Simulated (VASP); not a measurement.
# YI (P-3m1) in VASP: further runs

YI is run at these levels: LDA; tasks: single point.

Everything below comes from runs of VASP 6.6.1. Logs are shortened: lines on timing, memory, paths and dates and some standing lists are left out, and cuts for length are marked.

## Step 1: The cell of the first run

Symmetry: P-3m1, No. 164, trigonal system. Conventional cell: a = 3.956 Å, b = 3.956 Å, c = 11.079 Å, α = 90.00°, β = 90.00°, γ = 120.00°. Y (site symmetry 3m) has 3 I at 3.13 Å and 9 Y at 3.62 to 3.96 Å within 4.1 Å. I (site symmetry 3m) has 3 Y at 3.13 Å and 6 I at 3.96 Å within 4.1 Å.

## Step 2: Single point, LDA

Input file INCAR:

```
SYSTEM = YI
PREC = Accurate
ENCUT = 500
EDIFF = 1E-6
ISMEAR = -1
SIGMA = 0.3
LREAL = .FALSE.
LASPH = .TRUE.
NELM = 120
ALGO = Normal
ISIF = 2
LWAVE = .FALSE.
LCHARG = .FALSE.
NBANDS = 26
GGA_COMPAT = .FALSE.
```

Input file KPOINTS:

```
Automatic mesh
0
G
  5 5 2
  0 0 0
```

Input file POSCAR:

```
YI
1.0
    3.9559700000      0.0000000000      0.0000000000
   -1.9779850000      3.4259705166      0.0000000000
    0.0000000000      0.0000000000     11.0794800000
Y I
2 2
Direct
    0.6666666667      0.3333333333      0.6267300000
    0.3333333333      0.6666666667      0.3732700000
    0.3333333333      0.6666666667      0.8199800000
    0.6666666667      0.3333333333      0.1800200000
```

Potentials or basis: VASP PAW LDA potentials, release 64 (Y_sv, I).

Started as:

```
$ cat potpaw_LDA.64/Y_sv/POTCAR potpaw_LDA.64/I/POTCAR > POTCAR
$ mpirun -np 1 vasp_std > vasp.out
```

OUTCAR:

```text
SYSTEM = YI
   PREC = Accurate
   ENCUT = 500
   EDIFF = 1E-6
   ISMEAR = -1
   LREAL = .FALSE.
   LASPH = .TRUE.
   NELM = 120
   ISIF = 2

 ion  position               nearest neighbor table
   1  0.667  0.333  0.627-   3 3.13   3 3.13   3 3.13   2 3.62   2 3.62   2 3.62
   2  0.333  0.667  0.373-   4 3.13   4 3.13   4 3.13   1 3.62   1 3.62   1 3.62
   3  0.333  0.667  0.820-   1 3.13   1 3.13   1 3.13
   4  0.667  0.333  0.180-   2 3.13   2 3.13   2 3.13

  LATTYP: Found a hexagonal cell.
 ALAT       =     3.9559700000
 C/A-ratio  =     2.8006986908

  Lattice vectors:

 A1 = (   3.9559700000,   0.0000000000,   0.0000000000)
 A2 = (  -1.9779850000,   3.4259705166,   0.0000000000)
 A3 = (   0.0000000000,   0.0000000000,  11.0794800000)

Analysis of symmetry for initial positions (statically):
=====================================================================
 Subroutine PRICEL returns:
 Original cell was already a primitive cell.

 Routine SETGRP: Setting up the symmetry group for a
 hexagonal supercell.

 Subroutine GETGRP returns: Found 12 space group operations
 (whereof 12 operations were pure point group operations)
 out of a pool of 24 trial point group operations.

The static configuration has the point symmetry D_3d.

Analysis of symmetry for dynamics (positions and initial velocities):
=====================================================================
 Subroutine PRICEL returns:
 Original cell was already a primitive cell.

 Routine SETGRP: Setting up the symmetry group for a
 hexagonal supercell.

 Subroutine GETGRP returns: Found 12 space group operations
 (whereof 12 operations were pure point group operations)
 out of a pool of 24 trial point group operations.

The dynamic configuration has the point symmetry D_3d.

 Subroutine INISYM returns: Found 12 space group operations
 (whereof 12 operations are pure point group operations),
 and found     1 'primitive' translations

----------------------------------------------------------------------------------------

                                     Primitive cell

  volume of cell :     150.1606

  direct lattice vectors                    reciprocal lattice vectors
     3.955970000  0.000000000  0.000000000     0.252782503  0.145944046  0.000000000
    -1.977985000  3.425970517  0.000000000     0.000000000  0.291888093  0.000000000
     0.000000000  0.000000000 11.079480000     0.000000000  0.000000000  0.090256943

  length of vectors
     3.955970000  3.955970000 11.079480000     0.291888093  0.291888093  0.090256943

  position of ions in fractional coordinates (direct lattice)
     0.666666667  0.333333333  0.626730000
     0.333333333  0.666666667  0.373270000
     0.333333333  0.666666667  0.819980000
     0.666666667  0.333333333  0.180020000

  ion indices of the primitive-cell ions
   primitive index   ion index
                 1           1
                 2           2
                 3           3
                 4           4

----------------------------------------------------------------------------------------

 KPOINTS: Automatic mesh

Automatic generation of k-mesh.
 Grid dimensions read from file:
 generate k-points for:    5    5    2

 Generating k-lattice:

  Cartesian coordinates                     Fractional coordinates (reciprocal lattice)
     0.050556501  0.029188809  0.000000000     0.200000000  0.000000000  0.000000000
     0.000000000  0.058377619  0.000000000     0.000000000  0.200000000  0.000000000
     0.000000000  0.000000000  0.045128472     0.000000000  0.000000000  0.500000000

  Length of vectors
     0.058377619  0.058377619  0.045128472

  Shift w.r.t. Gamma in fractional coordinates (k-lattice)
     0.000000000  0.000000000  0.000000000

 Subroutine IBZKPT returns following result:
 ===========================================

 Found     10 irreducible k-points:

 Following reciprocal coordinates:
            Coordinates               Weight
  0.000000  0.000000  0.000000      1.000000
  0.200000  0.000000  0.000000      6.000000
  0.400000  0.000000  0.000000      6.000000
  0.200000  0.200000  0.000000      6.000000
  0.400000  0.200000  0.000000      6.000000
  0.000000  0.000000  0.500000      1.000000
  0.200000  0.000000  0.500000      6.000000
  0.400000  0.000000  0.500000      6.000000
  0.200000  0.200000  0.500000      6.000000
  0.400000  0.200000  0.500000      6.000000
   k-points           NKPTS =     10   k-points in BZ     NKDIM =     10   number of bands    NBANDS=     26
   number of dos      NEDOS =    301   number of ions     NIONS =      4
   total plane-waves  NPLWV =  75600
   dimension x,y,z NGX =    30 NGY =   30 NGZ =   84
   dimension x,y,z NGXF=    60 NGYF=   60 NGZF=  168
   ions per type =               2   2
   NGX,Y,Z   is equivalent  to a cutoff of  12.61, 12.61, 12.60 a.u.
   NGXF,Y,Z  is equivalent  to a cutoff of  25.21, 25.21, 25.21 a.u.
 SYSTEM =  YI
   PREC   = accura    normal or accurate (medium, high low for compatibility)
   ISTART =      0    job   : 0-new  1-cont  2-samecut
   ICHARG =      2    charge: 1-file 2-atom 10-const
   ISPIN  =      1    spin polarized calculation?
   LNONCOLLINEAR =      F non collinear calculations
   LSORBIT =      F    spin-orbit coupling
   LASPH  =      T    aspherical Exc in radial PAW
   ENCUT  =  500.0 eV  36.75 Ry    6.06 a.u.   7.21  7.21 20.20*2*pi/ulx,y,z
   NELM   =    120;   NELMIN=  2; NELMDL= -5     # of ELM steps
   EDIFF  = 0.1E-05   stopping-criterion for ELM
   LREAL  =      F    real-space projection
   EDIFFG = 0.1E-04   stopping-criterion for IOM
   NSW    =      0    number of steps for IOM
   IBRION =     -1    ionic relax: 0-MD 1-quasi-New 2-CG
   NFREE  =      0    steps in history (QN), initial steepest desc. (CG)
   ISIF   =      2    stress and relaxation
   ISYM   =      2    0-nonsym 1-usesym 2-fastsym
   POTIM  = 0.5000    time-step for ionic-motion
   TEBEG  =    0.0;   TEEND  =   0.0 temperature during run
   PSTRESS=    0.0 pullay stress
   NELECT =      36.0000    total number of electrons
   NUPDOWN=      -1.0000    fix difference up-down
   EMIN   =  10.00;   EMAX   =-10.00  energy-range for DOS
   EFERMI =   0.00;   METHOD = LEGACY
   ISMEAR =    -1;   SIGMA  =   0.30  broadening in eV -4-tet -1-fermi 0-gaus
   EFERMI_NEDOS =   21; number of points for ismear=-14 and -15
   IALGO  =     38    algorithm
   IMIX   =      4    mixing-type and parameters
     AMIX     =   0.40;   BMIX     =  1.00
     AMIX_MAG =   1.60;   BMIX_MAG =  1.00
  volume/ion in A,a.u.               =      37.54       253.33
  Fermi-wavevector in a.u.,A,eV,Ry     =   1.017006  1.921863 14.072532  1.034302
  Thomas-Fermi vector in A             =   2.150383
   LORBIT       =      0    0 simple, 1 ext, 2 COOP (PROOUT), +10 PAW based schemes
   GGA     = CA    functional components
   LHFCALC =     F    Hartree Fock is set to
   AEXX    =    0.0000 exact exchange contribution
   IVDW    =     0    specifies the selected vdW correction
   LEPSILON=     F    determine dielectric tensor
   LRPA    =     F    only Hartree local field effects (RPA)
 non-spin polarized calculation
  energy-cutoff  :      500.00
  volume of cell :      150.16
 maximum number of plane-waves:      3828
 NGX is ok and might be reduce to    30
   NGX = 15   NGY = 15   NGZ = 41

 number of electron      36.0000003 magnetization

 Free energy of the ion-electron system (eV)
  ---------------------------------------------------
  ext. energy  EPLUGINS =         0.00000000
  ---------------------------------------------------
  free energy    TOTEN  =       -21.83445762 eV

  energy without entropy =      -20.90141004  energy(sigma->0) =      -21.36793383

 E-fermi :   3.5986     XC(G=0):  -8.8833

 val. band max:        3.5775175438   @ k =   0.2000   0.0000   0.0000
 cond. band min:       3.6779597698   @ k =   0.2000   0.2000   0.5000
 fundamental gap:      0.1004422261
 Fermi energy:         3.5986111647

 k-point     1 :       0.0000    0.0000    0.0000
  band No.  band energies     occupation
      1     -39.2940      2.00000
      2     -39.2660      2.00000
      3     -19.5014      2.00000
      4     -19.3308      2.00000
      5     -19.3308      2.00000
      6     -19.2852      2.00000
[... 18 lines left out ...]
     25       6.5894      0.00009
     26       6.7431      0.00006

 k-point     2 :       0.2000    0.0000    0.0000
  band No.  band energies     occupation
      1     -39.2873      2.00000
      2     -39.2641      2.00000
      3     -19.4792      2.00000
      4     -19.4119      2.00000
      5     -19.3500      2.00000
      6     -19.3413      2.00000
[... 18 lines left out ...]
     25       6.6839      0.00007
     26       6.6930      0.00007

 k-point     3 :       0.4000    0.0000    0.0000
  band No.  band energies     occupation
      1     -39.2749      2.00000
      2     -39.2626      2.00000
      3     -19.5161      2.00000
      4     -19.4914      2.00000
      5     -19.3795      2.00000
      6     -19.3637      2.00000
[... 18 lines left out ...]
     25       7.0570      0.00002
     26       7.2711      0.00001

 k-point     4 :       0.2000    0.2000    0.0000
  band No.  band energies     occupation
      1     -39.2776      2.00000
      2     -39.2626      2.00000
      3     -19.4784      2.00000
      4     -19.4718      2.00000
      5     -19.4069      2.00000
      6     -19.3489      2.00000
[... 18 lines left out ...]
     25       7.2120      0.00001
     26       7.3171      0.00001
[... 90 lines left out ...]
      1     -39.2749      2.00000
      2     -39.2626      2.00000
      3     -19.5161      2.00000
      4     -19.4914      2.00000
      5     -19.3795      2.00000
      6     -19.3637      2.00000
[... 18 lines left out ...]
     25       7.1927      0.00001
     26       7.2712      0.00001

 k-point     9 :       0.2000    0.2000    0.5000
  band No.  band energies     occupation
      1     -39.2776      2.00000
      2     -39.2626      2.00000
      3     -19.4784      2.00000
      4     -19.4718      2.00000
      5     -19.4069      2.00000
      6     -19.3489      2.00000
[... 18 lines left out ...]
     25       7.2174      0.00001
     26       7.2385      0.00001

 k-point    10 :       0.4000    0.2000    0.5000
  band No.  band energies     occupation
      1     -39.2695      2.00000
      2     -39.2638      2.00000
      3     -19.5098      2.00000
      4     -19.4884      2.00000
      5     -19.4296      2.00000
      6     -19.3623      2.00000
[... 18 lines left out ...]
     25       7.3316      0.00001
     26       7.3687      0.00001

------------------------ aborting loop because EDIFF is reached ----------------------------------------

  FORCE on cell =-STRESS in cart. coord.  units (eV):
  Direction    XX          YY          ZZ          XY          YZ          ZX
  --------------------------------------------------------------------------------------
  -------------------------------------------------------------------------------------
  Total       -2.5708595     -2.5708595     -3.0041666     -0.0000000      0.0000000      0.0000000
  in kB      -27.4304507    -27.4304507    -32.0537321     -0.0000000      0.0000000      0.0000000
  external PRESSURE =     -28.9715445 kB  Pullay stress =       0.0000000 kB

 VOLUME and BASIS-vectors are now :
 -----------------------------------------------------------------------------
  energy-cutoff  :      500.00
  volume of cell :      150.16
      direct lattice vectors                 reciprocal lattice vectors
     3.955970000  0.000000000  0.000000000     0.252782503  0.145944046  0.000000000
    -1.977985000  3.425970517  0.000000000     0.000000000  0.291888093  0.000000000
     0.000000000  0.000000000 11.079480000     0.000000000  0.000000000  0.090256943

 POSITION                                       TOTAL-FORCE (eV/Angst)
 -----------------------------------------------------------------------------------
      1.97799      1.14199      6.94384         0.000000      0.000000      0.394332
     -0.00000      2.28398      4.13564        -0.000000      0.000000     -0.394332
     -0.00000      2.28398      9.08495         0.000000     -0.000000     -0.442269
      1.97799      1.14199      1.99453        -0.000000      0.000000      0.442269
 -----------------------------------------------------------------------------------
    total drift:                               -0.000000      0.000000      0.000000

  FREE ENERGIE OF THE ION-ELECTRON SYSTEM (eV)
  ---------------------------------------------------
  free  energy   TOTEN  =       -21.8344576230 eV

  energy  without entropy=      -20.9014100417  energy(sigma->0) =      -21.36793383
```

Run time: 2 min. Hardware: 1 thread of AMD EPYC, shared host; peak memory 0.19 GiB.

Results:

* Free energy: -21.8345 eV
* Pressure: -2.9 GPa
* Largest force: 0.442 eV/Å
* Band gap on the k mesh: zero (bands 18 and 19 overlap by 0.30 eV)

Forces in eV/Å, atoms in the order of the input:
```
Y    0.000  0.000  0.394
Y    0.000  0.000 -0.394
I    0.000  0.000 -0.442
I    0.000  0.000  0.442
```

Stress tensor (GPa, compression positive):
```
-2.74  0.00  0.00
 0.00 -2.74  0.00
 0.00  0.00 -3.21
```

Caveat: the k points lie up to 0.37 Å⁻¹ apart; so wide a smearing shifts energies and pressures; spin-orbit coupling is left out, which moves the levels of the heavy elements.

## Step 3: Single point, LDA

Input file INCAR:

```
SYSTEM = YI
  PREC = Accurate
  ENCUT = 500
  EDIFF = 1E-6
  ISMEAR = -1
  SIGMA = 0.3
  LREAL = .False.
  LASPH = .True.
  NELM = 120
  ALGO = Normal
  ISIF = 2
  LWAVE = .False.
  LCHARG = .True.
  GGA = CA
  LELF = .True.
  LVHAR = .True.
  NBANDS = 26
  GGA_COMPAT = .False.
```

Input file KPOINTS:

```
regular mesh
0
Gamma
  5 5 2
  0 0 0
```

POSCAR is that of step 2.

Potentials or basis: VASP PAW LDA potentials, release 64 (Y_sv, I).

Started as:

```
$ cat potpaw_LDA.64/Y_sv/POTCAR potpaw_LDA.64/I/POTCAR > POTCAR
$ mpirun -np 1 vasp_std > vasp.out
```

It took 2.6 min on 1 thread of AMD EPYC, shared host; peak memory 0.19 GiB.

The run converged. Its results:

* Free energy: -21.8345 eV
* Pressure: -2.9 GPa
* Largest force: 0.442 eV/Å
* Band gap on the k mesh: zero (bands 18 and 19 overlap by 0.30 eV)

Forces in eV/Å, atoms in the order of the input:
```
Y    0.000  0.000  0.394
Y    0.000  0.000 -0.394
I    0.000  0.000 -0.442
I    0.000  0.000  0.442
```

Stress tensor (GPa, compression positive):
```
-2.74  0.00  0.00
 0.00 -2.74  0.00
 0.00  0.00 -3.21
```

Levels at points of the mesh, in eV from the Fermi level:
| k point | band 16 | band 17 | band 18 | band 19 | band 20 | band 21 |
| --- | --- | --- | --- | --- | --- | --- |
| (0.00, 0.00, 0.00) | -1.98 | -1.98 | -0.20 | 1.34 | 1.34 | 1.44 |
| (0.00, 0.00, 0.50) | -1.94 | -1.47 | -0.61 | 1.34 | 1.34 | 1.49 |

Caveat: the k points lie up to 0.37 Å⁻¹ apart; so wide a smearing shifts energies and pressures; spin-orbit coupling is left out, which moves the levels of the heavy elements.

## Step 4: Single point, LDA

Input file INCAR:

```
PREC = Accurate ; ENCUT = 500
EDIFF = 1E-6 ; ISMEAR = -1
SIGMA = 0.3 ; LREAL = False
LASPH = True ; NELM = 120
ALGO = Normal ; ISIF = 2
LWAVE = False ; LCHARG = True
GGA = CA ; LELF = True
LVHAR = True ; NBANDS = 26
GGA_COMPAT = False
```

Input file KPOINTS:

```
Automatic mesh
0
Gamma
  5 5 2
```

POSCAR is that of step 3.

Started as:

```
$ cat potpaw_LDA.64/Y_sv/POTCAR potpaw_LDA.64/I/POTCAR > POTCAR
$ mpirun -np 1 vasp_std > vasp.out
```

Wall time 2 min (1 thread of AMD EPYC, shared host); peak memory 0.19 GiB.

Results (log left out):

```yaml
Free_energy: -21.8345 eV
Pressure: -2.9 GPa
Largest_force: 0.442 eV/Å
Band_gap_on_the_k_mesh: zero (bands 18 and 19 overlap by 0.30 eV)
```

Forces on the atoms (eV/Å):
```
Y    0.000  0.000  0.394
Y    0.000  0.000 -0.394
I    0.000  0.000 -0.442
I    0.000  0.000  0.442
```

Stress tensor (GPa, compression positive):
```
-2.74  0.00  0.00
 0.00 -2.74  0.00
 0.00  0.00 -3.21
```

Levels at points of the mesh, in eV from the Fermi level:
| k point | band 15 | band 16 | band 17 | band 18 | band 19 | band 20 | band 21 | band 22 |
| --- | --- | --- | --- | --- | --- | --- | --- | --- |
| (0.00, 0.00, 0.00) | -1.98 | -1.98 | -1.98 | -0.20 | 1.34 | 1.34 | 1.44 | 1.67 |
| (0.00, 0.00, 0.50) | -1.94 | -1.94 | -1.47 | -0.61 | 1.34 | 1.34 | 1.49 | 1.65 |

Caveat: the k points lie up to 0.37 Å⁻¹ apart; so wide a smearing shifts energies and pressures; spin-orbit coupling is left out, which moves the levels of the heavy elements.
